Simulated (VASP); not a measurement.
# SiNi (P2_13) in VASP: notebook

SiNi is run at these levels: PBEsol+U; tasks: single point.

Everything below comes from runs of VASP 6.6.1. Logs are shortened: lines on timing, memory, paths and dates and some standing lists are left out, and cuts for length are marked.

## Step 1: The cell of the first run

Symmetry: P2_13, No. 198, cubic system. Conventional cell: a = 4.504 Å, b = 4.504 Å, c = 4.504 Å, α = 90.00°, β = 90.00°, γ = 90.00°. Within 3.1 Å of Ni (site symmetry 3) lie 7 Si at 2.36 to 2.44 Å and 6 Ni at 2.78 Å. Within 3.1 Å of Si (site symmetry 3) lie 7 Ni at 2.36 to 2.44 Å and 6 Si at 2.78 Å.

## Step 2: Single point, PBEsol+U, collinear spin, ferromagnetic start

INCAR

```
SYSTEM = SiNi
ALGO     = Normal         ! electronic algorithm
EDIFF    = 1E-7           ! SCF threshold, eV
ENCUT    = 520            ! plane-wave cutoff, eV
GGA      = PS             ! functional
ISIF     = 2              ! what is computed and relaxed
ISMEAR   = -1             ! smearing method
ISPIN    = 2              ! spin polarisation
LASPH    = .True.         ! aspherical terms in the spheres
LCHARG   = .False.        ! write CHGCAR
LDAU     = .True.         ! DFT+U
LDAUJ    = 0 0          
LDAUL    = 2 -1           ! shell
LDAUPRINT= 1            
LDAUTYPE = 2            
LDAUU    = 1 0            ! U, eV
LMAXMIX  = 4              ! l up to which the mixer works
LORBIT   = 11             ! projections on sites
LREAL    = .False.        ! projectors in reciprocal space
LWAVE    = .False.        ! write WAVECAR
MAGMOM   = 1 1 1 1 0 0 0 0 ! initial moments
NBANDS   = 42             ! bands
NELM     = 150            ! most SCF steps
PREC     = Accurate       ! precision mode
SIGMA    = 0.05           ! smearing width, eV
```

KPOINTS

```
k-points
0
Gamma
  6 6 6
  0 0 0
```

POSCAR

```
SiNi
1.0
    4.5036940000      0.0000000000      0.0000000000
    0.0000000000      4.5036940000      0.0000000000
    0.0000000000      0.0000000000      4.5036940000
Ni Si
4 4
Direct
    0.1495040000      0.1495040000      0.1495040000
    0.6495040000      0.3504960000      0.8504960000
    0.8504960000      0.6495040000      0.3504960000
    0.3504960000      0.8504960000      0.6495040000
    0.8468300000      0.8468300000      0.8468300000
    0.3468300000      0.6531700000      0.1531700000
    0.1531700000      0.3468300000      0.6531700000
    0.6531700000      0.1531700000      0.3468300000
```

Potentials or basis: VASP PAW PBE potentials, release 64 (Ni, Si).

Run with:

```console
cat potpaw_PBE.64/Ni/POTCAR potpaw_PBE.64/Si/POTCAR > POTCAR
mpirun -np 1 vasp_std > vasp.out
```

OUTCAR:

```text
SYSTEM = SiNi
   EDIFF = 1E-7
   ENCUT = 520
   GGA = PS
   ISIF = 2
   ISMEAR = -1
   ISPIN = 2
   LASPH = .True.
   LORBIT = 11
   LREAL = .False.
   NELM = 150
   PREC = Accurate

 ion  position               nearest neighbor table
   1  0.150  0.150  0.150-   5 2.36   6 2.41   7 2.41   8 2.41   6 2.44   7 2.44   8 2.44   2 2.78
                             4 2.78   4 2.78   2 2.78   3 2.78   3 2.78
   2  0.650  0.350  0.850-   6 2.36   5 2.41   7 2.41   8 2.41   7 2.44   8 2.44   5 2.44   3 2.78
                             1 2.78   3 2.78   1 2.78   4 2.78   4 2.78
   3  0.850  0.650  0.350-   7 2.36   6 2.41   5 2.41   8 2.41   8 2.44   5 2.44   6 2.44   2 2.78
                             2 2.78   4 2.78   4 2.78   1 2.78   1 2.78
   4  0.350  0.850  0.650-   8 2.36   6 2.41   7 2.41   5 2.41   6 2.44   7 2.44   5 2.44   1 2.78
                             1 2.78   3 2.78   3 2.78   2 2.78   2 2.78
   5  0.847  0.847  0.847-   1 2.36   2 2.41   3 2.41   4 2.41   2 2.44   3 2.44   4 2.44   6 2.78
                             7 2.78   8 2.78   8 2.78   7 2.78   6 2.78
   6  0.347  0.653  0.153-   2 2.36   1 2.41   3 2.41   4 2.41   3 2.44   4 2.44   1 2.44   8 2.78
                             5 2.78   7 2.78   7 2.78   8 2.78   5 2.78
   7  0.153  0.347  0.653-   3 2.36   2 2.41   1 2.41   4 2.41   4 2.44   1 2.44   2 2.44   8 2.78
                             5 2.78   6 2.78   5 2.78   6 2.78   8 2.78
   8  0.653  0.153  0.347-   4 2.36   2 2.41   3 2.41   1 2.41   2 2.44   3 2.44   1 2.44   7 2.78
                             5 2.78   5 2.78   6 2.78   6 2.78   7 2.78

  LATTYP: Found a simple cubic cell.
 ALAT       =     4.5036940000

  Lattice vectors:

 A1 = (   4.5036940000,   0.0000000000,   0.0000000000)
 A2 = (   0.0000000000,   4.5036940000,   0.0000000000)
 A3 = (   0.0000000000,   0.0000000000,   4.5036940000)

Analysis of symmetry for initial positions (statically):
=====================================================================
 Subroutine PRICEL returns:
 Original cell was already a primitive cell.

 Routine SETGRP: Setting up the symmetry group for a
 simple cubic supercell.

 Subroutine GETGRP returns: Found 12 space group operations
 (whereof  3 operations were pure point group operations)
 out of a pool of 48 trial point group operations.

The static configuration has the point symmetry C_3 .
 The point group associated with its full space group is T   .

Analysis of symmetry for dynamics (positions and initial velocities):
=====================================================================
 Subroutine PRICEL returns:
 Original cell was already a primitive cell.

 Routine SETGRP: Setting up the symmetry group for a
 simple cubic supercell.

 Subroutine GETGRP returns: Found 12 space group operations
 (whereof  3 operations were pure point group operations)
 out of a pool of 48 trial point group operations.

The dynamic configuration has the point symmetry C_3 .
 The point group associated with its full space group is T   .

Analysis of structural, dynamic, and magnetic symmetry:
=====================================================================
 Subroutine PRICEL returns:
 Original cell was already a primitive cell.

 Routine SETGRP: Setting up the symmetry group for a
 simple cubic supercell.

 Subroutine GETGRP returns: Found 12 space group operations
 (whereof  3 operations were pure point group operations)
 out of a pool of 48 trial point group operations.

The overall configuration has the point symmetry C_3 .
 The point group associated with its full space group is T   .

 Subroutine INISYM returns: Found 12 space group operations
 (whereof  3 operations are pure point group operations),
 and found     1 'primitive' translations

----------------------------------------------------------------------------------------

                                     Primitive cell

  volume of cell :      91.3496

[... 124 lines left out ...]
 LDA+U is selected, type is set to LDAUTYPE =  2
   angular momentum for each species LDAUL =     2   -1
   U (eV)           for each species LDAUU =   1.0  0.0
   J (eV)           for each species LDAUJ =   0.0  0.0
   GGA     = PS    functional components
   LHFCALC =     F    Hartree Fock is set to
   AEXX    =    0.0000 exact exchange contribution
   IVDW    =     0    specifies the selected vdW correction
   LEPSILON=     F    determine dielectric tensor
   LRPA    =     F    only Hartree local field effects (RPA)
 spin polarized calculation
  energy-cutoff  :      520.00
  volume of cell :       91.35
 maximum number of plane-waves:      2517
 NGX is ok and might be reduce to    36
   NGX = 17   NGY = 17   NGZ = 17

 number of electron      55.9999997 magnetization      -0.0056640

atom =   1  type =  1  l = 2

 onsite density matrix

spin component  1
[... 116 lines left out ...]
  o =  0.8435  v =  0.0000  0.0000  0.0000  0.0000  0.0000  0.5774 -0.5774  0.0000 -0.5774 -0.0000      0.0000  0.0000  0.0000  0.0000  0.0000  0.0000  0.0000  0.0000  0.0000  0.0000
  o =  0.8435  v =  0.5774 -0.5774 -0.0000 -0.5774  0.0000  0.0000  0.0000  0.0000  0.0000  0.0000      0.0000  0.0000  0.0000  0.0000  0.0000  0.0000  0.0000  0.0000  0.0000  0.0000
  o =  0.8447  v =  0.0000  0.0000  0.0000  0.0000  0.0000 -0.0779  0.0315 -0.9339 -0.1095 -0.3297      0.0000  0.0000  0.0000  0.0000  0.0000  0.0000  0.0000  0.0000  0.0000  0.0000
  o =  0.8447  v =  0.0000  0.0000  0.0000  0.0000  0.0000 -0.0814 -0.1082 -0.3297  0.0268  0.9339      0.0000  0.0000  0.0000  0.0000  0.0000  0.0000  0.0000  0.0000  0.0000  0.0000
  o =  0.8447  v = -0.0968  0.0015 -0.9880 -0.0984 -0.0686  0.0000  0.0000  0.0000  0.0000  0.0000      0.0000  0.0000  0.0000  0.0000  0.0000  0.0000  0.0000  0.0000  0.0000  0.0000
  o =  0.8447  v = -0.0577 -0.1127 -0.0686  0.0550  0.9880  0.0000  0.0000  0.0000  0.0000  0.0000      0.0000  0.0000  0.0000  0.0000  0.0000  0.0000  0.0000  0.0000  0.0000  0.0000
  o =  0.8782  v =  0.0000  0.0000  0.0000  0.0000  0.0000 -0.0631 -0.7298 -0.0524  0.6666 -0.1277      0.0000  0.0000  0.0000  0.0000  0.0000  0.0000  0.0000  0.0000  0.0000  0.0000
  o =  0.8782  v =  0.0000  0.0000  0.0000  0.0000  0.0000  0.8062  0.3484 -0.1277  0.4578  0.0524      0.0000  0.0000  0.0000  0.0000  0.0000  0.0000  0.0000  0.0000  0.0000  0.0000
  o =  0.8782  v = -0.0223 -0.7112 -0.0588  0.6889 -0.1249  0.0000  0.0000  0.0000  0.0000  0.0000      0.0000  0.0000  0.0000  0.0000  0.0000  0.0000  0.0000  0.0000  0.0000  0.0000
  o =  0.8782  v =  0.8084  0.3848 -0.1249  0.4235  0.0588  0.0000  0.0000  0.0000  0.0000  0.0000      0.0000  0.0000  0.0000  0.0000  0.0000  0.0000  0.0000  0.0000  0.0000  0.0000

 number of electron      55.9999997 magnetization       0.0001729

 Free energy of the ion-electron system (eV)
  ---------------------------------------------------
  ext. energy  EPLUGINS =         0.00000000
  ---------------------------------------------------
  free energy    TOTEN  =       -49.08683631 eV

  energy without entropy =      -49.06430993  energy(sigma->0) =      -49.07557312

 E-fermi :  11.6817     XC(G=0): -12.6659

 val. band max:       11.6021416694   @ k =   0.3333   0.0000   0.0000
 cond. band min:      11.6902465437   @ k =   0.3333   0.0000   0.0000
 fundamental gap:      0.0881048743
 Fermi energy:        11.6817052006

 spin component 1

 k-point     1 :       0.0000    0.0000    0.0000
  band No.  band energies     occupation
      1      -2.3926      1.00000
      2       2.9686      1.00000
      3       2.9686      1.00000
      4       2.9686      1.00000
      5       5.4967      1.00000
      6       5.4967      1.00000
[... 1021 lines left out ...]
     39      18.2890      0.00000
     40      18.2890      0.00000
 Fermi energy:        11.6817052006

 spin component 2

 k-point     1 :       0.0000    0.0000    0.0000
  band No.  band energies     occupation
      1      -2.3926      1.00000
      2       2.9686      1.00000
      3       2.9686      1.00000
      4       2.9686      1.00000
      5       5.4967      1.00000
      6       5.4967      1.00000
[... 1021 lines left out ...]
     39      18.2890      0.00000
     40      18.2890      0.00000
 [bands above 40 left out]

------------------------ aborting loop because EDIFF is reached ----------------------------------------

  FORCE on cell =-STRESS in cart. coord.  units (eV):
  Direction    XX          YY          ZZ          XY          YZ          ZX
  --------------------------------------------------------------------------------------
  -------------------------------------------------------------------------------------
  Total       -3.4778180     -3.4778180     -3.4778180      0.0000000     -0.0000000      0.0000000
  in kB      -60.9973273    -60.9973273    -60.9973273      0.0000000     -0.0000000      0.0000000
  external PRESSURE =     -60.9973273 kB  Pullay stress =       0.0000000 kB

 VOLUME and BASIS-vectors are now :
 -----------------------------------------------------------------------------
  energy-cutoff  :      520.00
  volume of cell :       91.35
      direct lattice vectors                 reciprocal lattice vectors
     4.503694000  0.000000000  0.000000000     0.222039952  0.000000000  0.000000000
     0.000000000  4.503694000  0.000000000     0.000000000  0.222039952  0.000000000
     0.000000000  0.000000000  4.503694000     0.000000000  0.000000000  0.222039952

 POSITION                                       TOTAL-FORCE (eV/Angst)
 -----------------------------------------------------------------------------------
      0.67332      0.67332      0.67332        -0.038552     -0.038552     -0.038552
      2.92517      1.57853      3.83037        -0.038552      0.038552      0.038552
      3.83037      2.92517      1.57853         0.038552     -0.038552      0.038552
      1.57853      3.83037      2.92517         0.038552      0.038552     -0.038552
      3.81386      3.81386      3.81386        -0.023017     -0.023017     -0.023017
      1.56202      2.94168      0.68983        -0.023017      0.023017      0.023017
      0.68983      1.56202      2.94168         0.023017     -0.023017      0.023017
      2.94168      0.68983      1.56202         0.023017      0.023017     -0.023017
 -----------------------------------------------------------------------------------
    total drift:                                0.000000      0.000000     -0.000000

  FREE ENERGIE OF THE ION-ELECTRON SYSTEM (eV)
  ---------------------------------------------------
  free  energy   TOTEN  =       -49.0868363148 eV

  energy  without entropy=      -49.0643099251  energy(sigma->0) =      -49.07557312

 total charge

# of ion       s       p       d       tot
------------------------------------------
    1        0.454   0.599   8.546   9.599
    2        0.454   0.599   8.546   9.599
    3        0.454   0.599   8.546   9.599
    4        0.454   0.599   8.546   9.599
    5        0.738   0.839   0.000   1.577
    6        0.738   0.839   0.000   1.577
    7        0.738   0.839   0.000   1.577
    8        0.738   0.839   0.000   1.577
--------------------------------------------------
tot          4.768   5.753  34.184  44.705

 magnetization (x)

# of ion       s       p       d       tot
------------------------------------------
    1       -0.000  -0.000   0.000   0.000
    2       -0.000  -0.000   0.000   0.000
    3       -0.000  -0.000   0.000   0.000
    4       -0.000  -0.000   0.000   0.000
    5        0.000  -0.000   0.000  -0.000
    6        0.000  -0.000   0.000  -0.000
    7        0.000  -0.000   0.000  -0.000
    8        0.000  -0.000   0.000  -0.000
--------------------------------------------------
tot          0.000  -0.000   0.000   0.000
```

Wall time 2.3 min (1 thread of Intel Xeon Platinum 8375C at 2.90GHz (Ice Lake), shared host); peak memory 0.31 GiB.

Results:

```
Free energy                                           : -49.0868 eV
Pressure                                              : -6.1 GPa
Largest force                                         : 0.067 eV/Å
Band gap on the k mesh                                : zero (filled and empty bands overlap)
Net moment                                            : 0.00 μB per cell
Valence electrons inside the program's atomic spheres : Ni 9.60; Si 1.58
```

Forces in eV/Å, atoms in the order of the input:
```
Ni  -0.039 -0.039 -0.039
Ni  -0.039  0.039  0.039
Ni   0.039 -0.039  0.039
Ni   0.039  0.039 -0.039
Si  -0.023 -0.023 -0.023
Si  -0.023  0.023  0.023
Si   0.023 -0.023  0.023
Si   0.023  0.023 -0.023
```

Eigenvalues of the final occupation matrices:
| site | spin | trace | eigenvalues |
| --- | --- | --- | --- |
| site 1 d | 1 | 4.29 | 0.84 0.84 0.84 0.88 0.88 |
| site 1 d | 2 | 4.29 | 0.84 0.84 0.84 0.88 0.88 |
| site 2 d | 1 | 4.29 | 0.84 0.84 0.84 0.88 0.88 |
| site 2 d | 2 | 4.29 | 0.84 0.84 0.84 0.88 0.88 |
| site 3 d | 1 | 4.29 | 0.84 0.84 0.84 0.88 0.88 |
| site 3 d | 2 | 4.29 | 0.84 0.84 0.84 0.88 0.88 |
| site 4 d | 1 | 4.29 | 0.84 0.84 0.84 0.88 0.88 |
| site 4 d | 2 | 4.29 | 0.84 0.84 0.84 0.88 0.88 |

Caveat: the PAW data sets were made with another functional, which shifts forces and pressure a little; the U is typed as a test and isn't derived for this compound. The state reached can hang on the start; a lower one may exist.

(Part 1 of 2 ends here.)
